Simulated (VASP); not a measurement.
# PbS (Fm-3m) in VASP: single point with LDA

Aim: the single point of PbS with LDA.

Program: VASP 6.6.1. These are calculated values, not measurements. Logs are shortened: lines on timing, memory, paths and dates and some standing lists are left out, and cuts for length are marked.

## Step 1: The cell of the first run

Symmetry: Fm-3m, No. 225, cubic system. Conventional cell: a = 5.931 Å, b = 5.931 Å, c = 5.931 Å, α = 90.00°, β = 90.00°, γ = 90.00°. Pb (site symmetry m-3m) has 6 S at 2.97 Å within 3.9 Å. S (site symmetry m-3m) has 6 Pb at 2.97 Å within 3.9 Å.

## Step 2: Single point, LDA

INCAR reads:

```
SYSTEM = PbS
ALGO     = Normal         ! electronic algorithm
EDIFF    = 1E-6           ! SCF threshold, eV
ENCUT    = 500            ! plane-wave cutoff, eV
GGA      = CA             ! functional
GGA_COMPAT= .False.      
ISIF     = 2              ! what is computed and relaxed
ISMEAR   = 0              ! smearing method
LASPH    = .True.         ! aspherical terms in the spheres
LCHARG   = .False.        ! write CHGCAR
LREAL    = .False.        ! projectors in reciprocal space
LWAVE    = .False.        ! write WAVECAR
NBANDS   = 28             ! bands
NELM     = 120            ! most SCF steps
PREC     = Accurate       ! precision mode
SIGMA    = 0.01           ! smearing width, eV
```

KPOINTS reads:

```
k-points
0
Gamma
  4 4 2
  0 0 0
```

POSCAR reads:

```
PbS
1.0
    0.0000000000      2.9657500000      2.9657500000
    2.9657500000      0.0000000000      2.9657500000
    5.9315000000      5.9315000000      0.0000000000
Pb S
2 2
Direct
    0.0000000000      0.0000000000      0.0000000000
    0.0000000000      0.0000000000      0.5000000000
    0.5000000000      0.5000000000      0.2500000000
    0.5000000000      0.5000000000      0.7500000000
```

Potentials or basis: VASP PAW LDA potentials, release 64 (Pb_d, S).

On the command line:

```console
cat potpaw_LDA.64/Pb_d/POTCAR potpaw_LDA.64/S/POTCAR > POTCAR
mpirun -np 1 vasp_std > vasp.out
```

OUTCAR:

```text
SYSTEM = PbS
   EDIFF = 1E-6
   ENCUT = 500
   GGA = CA
   ISIF = 2
   ISMEAR = 0
   LASPH = .True.
   LREAL = .False.
   NELM = 120
   PREC = Accurate

 ion  position               nearest neighbor table
   1  0.000  0.000  0.000-   4 2.97   3 2.97   4 2.97   3 2.97   4 2.97   3 2.97
   2  0.000  0.000  0.500-   3 2.97   3 2.97   4 2.97   3 2.97   4 2.97   4 2.97
   3  0.500  0.500  0.250-   1 2.97   1 2.97   2 2.97   1 2.97   2 2.97   2 2.97
   4  0.500  0.500  0.750-   2 2.97   1 2.97   2 2.97   1 2.97   2 2.97   1 2.97

  LATTYP: Found a trigonal (rhomboedric) cell.
 ALAT       =     7.2645742047
 COS(alpha) =     0.8333333333

  Lattice vectors:

 A1 = (   5.9315000000,   2.9657500000,  -2.9657500000)
 A2 = (   2.9657500000,   2.9657500000,  -5.9315000000)
 A3 = (   2.9657500000,   5.9315000000,  -2.9657500000)

Analysis of symmetry for initial positions (statically):
=====================================================================
 Subroutine PRICEL returns following result:

  LATTYP: Found a face centered cubic cell.
 ALAT       =     5.9315000000

  Lattice vectors:

 A1 = (   0.0000000000,   2.9657500000,   2.9657500000)
 A2 = (   2.9657500000,   0.0000000000,   2.9657500000)
 A3 = (   2.9657500000,   2.9657500000,   0.0000000000)

   2 primitive cells build up your supercell.

 Routine SETGRP: Setting up the symmetry group for a
 trigonal (rhombohedral) supercell.

 Subroutine GETGRP returns: Found 12 space group operations
 (whereof 12 operations were pure point group operations)
 out of a pool of 12 trial point group operations.

The static configuration has the point symmetry D_3d.

Analysis of symmetry for dynamics (positions and initial velocities):
=====================================================================
 Subroutine PRICEL returns following result:

  LATTYP: Found a face centered cubic cell.
 ALAT       =     5.9315000000

  Lattice vectors:

 A1 = (   0.0000000000,   2.9657500000,   2.9657500000)
 A2 = (   2.9657500000,   0.0000000000,   2.9657500000)
 A3 = (   2.9657500000,   2.9657500000,   0.0000000000)

   2 primitive cells build up your supercell.

 Routine SETGRP: Setting up the symmetry group for a
 trigonal (rhombohedral) supercell.

 Subroutine GETGRP returns: Found 12 space group operations
 (whereof 12 operations were pure point group operations)
 out of a pool of 12 trial point group operations.

The dynamic configuration has the point symmetry D_3d.

 Subroutine INISYM returns: Found 12 space group operations
 (whereof 12 operations are pure point group operations),
 and found     2 'primitive' translations

----------------------------------------------------------------------------------------

                                     Primitive cell

  volume of cell :      52.1715

  direct lattice vectors                    reciprocal lattice vectors
     0.000000000  2.965750000  2.965750000    -0.168591419  0.168591419  0.168591419
     2.965750000  0.000000000  2.965750000     0.168591419 -0.168591419  0.168591419
     2.965750000  2.965750000  0.000000000     0.168591419  0.168591419 -0.168591419

  length of vectors
     4.194203873  4.194203873  4.194203873     0.292008903  0.292008903  0.292008903

  position of ions in fractional coordinates (direct lattice)
     0.000000000  0.000000000  0.000000000
     0.500000000  0.500000000  0.500000000

  ion indices of the primitive-cell ions
   primitive index   ion index
                 1           1
                 2           3

----------------------------------------------------------------------------------------

 KPOINTS: k-points

Automatic generation of k-mesh.
 Grid dimensions read from file:
 generate k-points for:    4    4    2

 Generating k-lattice:

  Cartesian coordinates                     Fractional coordinates (reciprocal lattice)
    -0.042147855  0.042147855  0.042147855     0.250000000  0.000000000  0.000000000
     0.042147855 -0.042147855  0.042147855     0.000000000  0.250000000  0.000000000
     0.042147855  0.042147855 -0.042147855     0.000000000  0.000000000  0.500000000

  Length of vectors
     0.073002226  0.073002226  0.073002226

  Shift w.r.t. Gamma in fractional coordinates (k-lattice)
     0.000000000  0.000000000  0.000000000

 -----------------------------------------------------------------------------
|                                                                             |
|           W    W    AA    RRRRR   N    N  II  N    N   GGGG   !!!           |
|           W    W   A  A   R    R  NN   N  II  NN   N  G    G  !!!           |
|           W    W  A    A  R    R  N N  N  II  N N  N  G       !!!           |
|           W WW W  AAAAAA  RRRRR   N  N N  II  N  N N  G  GGG   !            |
|           WW  WW  A    A  R   R   N   NN  II  N   NN  G    G                |
|           W    W  A    A  R    R  N    N  II  N    N   GGGG   !!!           |
|                                                                             |
|     Your reciprocal lattice and k-lattice belong to different lattice       |
|     classes:                                                                |
|                                                                             |
|        The reciprocal lattice is rhombohedral (trigonal),                   |
|        whereas your k-lattice is body-centered cubic.                       |
|                                                                             |
|     Results are often still useful ...                                      |
|                                                                             |
 -----------------------------------------------------------------------------

 Subroutine IBZKPT returns following result:
 ===========================================

 Found      8 irreducible k-points:

 Following reciprocal coordinates:
            Coordinates               Weight
  0.000000  0.000000  0.000000      1.000000
  0.250000  0.000000  0.000000      6.000000
  0.500000  0.000000  0.000000      3.000000
  0.250000  0.250000  0.000000      6.000000
  0.500000  0.250000  0.000000      6.000000
 -0.250000  0.250000  0.000000      6.000000
  0.000000  0.000000  0.500000      1.000000
  0.500000  0.000000  0.500000      3.000000
   k-points           NKPTS =      8   k-points in BZ     NKDIM =      8   number of bands    NBANDS=     28
   number of dos      NEDOS =    301   number of ions     NIONS =      4
   total plane-waves  NPLWV =  65536
   dimension x,y,z NGX =    32 NGY =   32 NGZ =   64
   dimension x,y,z NGXF=    64 NGYF=   64 NGZF=  128
   ions per type =               2   2
   NGX,Y,Z   is equivalent  to a cutoff of  12.68, 12.68, 12.68 a.u.
   NGXF,Y,Z  is equivalent  to a cutoff of  25.37, 25.37, 25.37 a.u.
 SYSTEM =  PbS
   PREC   = accura    normal or accurate (medium, high low for compatibility)
   ISTART =      0    job   : 0-new  1-cont  2-samecut
   ICHARG =      2    charge: 1-file 2-atom 10-const
   ISPIN  =      1    spin polarized calculation?
   LNONCOLLINEAR =      F non collinear calculations
   LSORBIT =      F    spin-orbit coupling
   LASPH  =      T    aspherical Exc in radial PAW
   ENCUT  =  500.0 eV  36.75 Ry    6.06 a.u.   7.65  7.65 15.29*2*pi/ulx,y,z
   NELM   =    120;   NELMIN=  2; NELMDL= -5     # of ELM steps
   EDIFF  = 0.1E-05   stopping-criterion for ELM
   LREAL  =      F    real-space projection
   EDIFFG = 0.1E-04   stopping-criterion for IOM
   NSW    =      0    number of steps for IOM
   IBRION =     -1    ionic relax: 0-MD 1-quasi-New 2-CG
   NFREE  =      0    steps in history (QN), initial steepest desc. (CG)
   ISIF   =      2    stress and relaxation
   ISYM   =      2    0-nonsym 1-usesym 2-fastsym
   POTIM  = 0.5000    time-step for ionic-motion
   TEBEG  =    0.0;   TEEND  =   0.0 temperature during run
   PSTRESS=    0.0 pullay stress
   NELECT =      40.0000    total number of electrons
   NUPDOWN=      -1.0000    fix difference up-down
   EMIN   =  10.00;   EMAX   =-10.00  energy-range for DOS
   EFERMI =   0.00;   METHOD = LEGACY
   ISMEAR =     0;   SIGMA  =   0.01  broadening in eV -4-tet -1-fermi 0-gaus
   EFERMI_NEDOS =   21; number of points for ismear=-14 and -15
   IALGO  =     38    algorithm
   IMIX   =      4    mixing-type and parameters
     AMIX     =   0.40;   BMIX     =  1.00
     AMIX_MAG =   1.60;   BMIX_MAG =  1.00
  volume/ion in A,a.u.               =      26.09       176.04
  Fermi-wavevector in a.u.,A,eV,Ry     =   1.189251  2.247359 19.242973  1.414319
  Thomas-Fermi vector in A             =   2.325363
   LORBIT       =      0    0 simple, 1 ext, 2 COOP (PROOUT), +10 PAW based schemes
   GGA     = CA    functional components
   LHFCALC =     F    Hartree Fock is set to
   AEXX    =    0.0000 exact exchange contribution
   IVDW    =     0    specifies the selected vdW correction
   LEPSILON=     F    determine dielectric tensor
   LRPA    =     F    only Hartree local field effects (RPA)
 non-spin polarized calculation
 Gauss-broadening in eV      SIGMA  =   0.01
  energy-cutoff  :      500.00
  volume of cell :      104.34
 maximum number of plane-waves:      2713
 NGX is ok and might be reduce to    32
   NGX = 15   NGY = 15   NGZ = 31

 number of electron      39.9999996 magnetization

 Free energy of the ion-electron system (eV)
  ---------------------------------------------------
  ext. energy  EPLUGINS =         0.00000000
  ---------------------------------------------------
  free energy    TOTEN  =       -19.93576835 eV

  energy without entropy =      -19.93576835  energy(sigma->0) =      -19.93576835

 E-fermi :   5.6777     XC(G=0): -10.0301

 val. band max:        5.5957373497   @ k =   0.0000   0.0000   0.0000
 cond. band min:       5.8029158748   @ k =   0.5000   0.0000   0.0000
 fundamental gap:      0.2071785251
 Fermi energy:         5.6776602796

 k-point     1 :       0.0000    0.0000    0.0000
  band No.  band energies     occupation
      1     -11.2021      2.00000
      2     -11.2021      2.00000
      3     -11.1782      2.00000
      4     -11.1782      2.00000
      5     -11.1782      2.00000
      6     -11.1752      2.00000
[... 20 lines left out ...]
     27      12.2398      0.00000
     28      12.2398      0.00000

 k-point     2 :       0.2500    0.0000    0.0000
  band No.  band energies     occupation
      1     -11.2595      2.00000
      2     -11.1868      2.00000
      3     -11.1868      2.00000
      4     -11.1799      2.00000
      5     -11.1762      2.00000
      6     -11.1703      2.00000
[... 20 lines left out ...]
     27      11.7879      0.00000
     28      12.3075      0.00000

 k-point     3 :       0.5000    0.0000    0.0000
  band No.  band energies     occupation
      1     -11.3253      2.00000
      2     -11.2048      2.00000
      3     -11.2021      2.00000
      4     -11.2021      2.00000
      5     -11.1752      2.00000
      6     -11.1428      2.00000
[... 20 lines left out ...]
     27      11.1558      0.00000
     28      14.0681      0.00000

 k-point     4 :       0.2500    0.2500    0.0000
  band No.  band energies     occupation
      1     -11.2285      2.00000
      2     -11.2178      2.00000
      3     -11.1914      2.00000
      4     -11.1861      2.00000
      5     -11.1636      2.00000
      6     -11.1561      2.00000
[... 20 lines left out ...]
     27      10.3929      0.00000
     28      13.8073      0.00000

 k-point     5 :       0.5000    0.2500    0.0000
  band No.  band energies     occupation
      1     -11.2595      2.00000
      2     -11.2595      2.00000
      3     -11.1799      2.00000
      4     -11.1799      2.00000
      5     -11.1703      2.00000
      6     -11.1703      2.00000
[... 20 lines left out ...]
     27      11.7879      0.00000
     28      11.7879      0.00000

 k-point     6 :      -0.2500    0.2500    0.0000
  band No.  band energies     occupation
      1     -11.2804      2.00000
      2     -11.2178      2.00000
      3     -11.1861      2.00000
      4     -11.1677      2.00000
      5     -11.1636      2.00000
      6     -11.1613      2.00000
[... 20 lines left out ...]
     27      13.6393      0.00000
     28      13.6450      0.00000

 k-point     7 :       0.0000    0.0000    0.5000
  band No.  band energies     occupation
      1     -11.1868      2.00000
      2     -11.1868      2.00000
      3     -11.1868      2.00000
      4     -11.1868      2.00000
      5     -11.1762      2.00000
      6     -11.1762      2.00000
[... 20 lines left out ...]
     27      12.3075      0.00000
     28      12.3075      0.00000

 k-point     8 :       0.5000    0.0000    0.5000
  band No.  band energies     occupation
      1     -11.2595      2.00000
      2     -11.2595      2.00000
      3     -11.1799      2.00000
      4     -11.1799      2.00000
      5     -11.1703      2.00000
      6     -11.1703      2.00000
[... 20 lines left out ...]
     27      11.7879      0.00000
     28      11.7879      0.00000

------------------------ aborting loop because EDIFF is reached ----------------------------------------

  FORCE on cell =-STRESS in cart. coord.  units (eV):
  Direction    XX          YY          ZZ          XY          YZ          ZX
  --------------------------------------------------------------------------------------
  -------------------------------------------------------------------------------------
  Total       -1.6000552     -1.6000552     -1.6000552      0.0000137     -0.0000137     -0.0000137
  in kB      -24.5686871    -24.5686871    -24.5686871      0.0002110     -0.0002110     -0.0002110
  external PRESSURE =     -24.5686871 kB  Pullay stress =       0.0000000 kB

 VOLUME and BASIS-vectors are now :
 -----------------------------------------------------------------------------
  energy-cutoff  :      500.00
  volume of cell :      104.34
      direct lattice vectors                 reciprocal lattice vectors
     0.000000000  2.965750000  2.965750000    -0.168591419  0.168591419  0.168591419
     2.965750000  0.000000000  2.965750000     0.168591419 -0.168591419  0.168591419
     5.931500000  5.931500000  0.000000000     0.084295709  0.084295709 -0.084295709

 POSITION                                       TOTAL-FORCE (eV/Angst)
 -----------------------------------------------------------------------------------
      0.00000      0.00000      0.00000        -0.000000     -0.000000      0.000000
      2.96575      2.96575      0.00000         0.000000      0.000000      0.000000
      2.96575      2.96575      2.96575        -0.000000     -0.000000     -0.000000
      5.93150      5.93150      2.96575        -0.000000      0.000000     -0.000000
 -----------------------------------------------------------------------------------
    total drift:                                0.000000     -0.000000     -0.000000

  FREE ENERGIE OF THE ION-ELECTRON SYSTEM (eV)
  ---------------------------------------------------
  free  energy   TOTEN  =       -19.9357683496 eV

  energy  without entropy=      -19.9357683496  energy(sigma->0) =      -19.93576835
```

Run time: 44 s. Hardware: 1 thread of AMD EPYC 7R43 (Zen 3), shared host; peak memory 0.16 GiB.

Results:

* Free energy: -19.9358 eV
* Pressure: -2.5 GPa
* Band gap on the k mesh: 0.21 eV

Caveat: the k points lie up to 0.46 Å⁻¹ apart; spin-orbit coupling is left out, which moves the levels of the heavy elements.
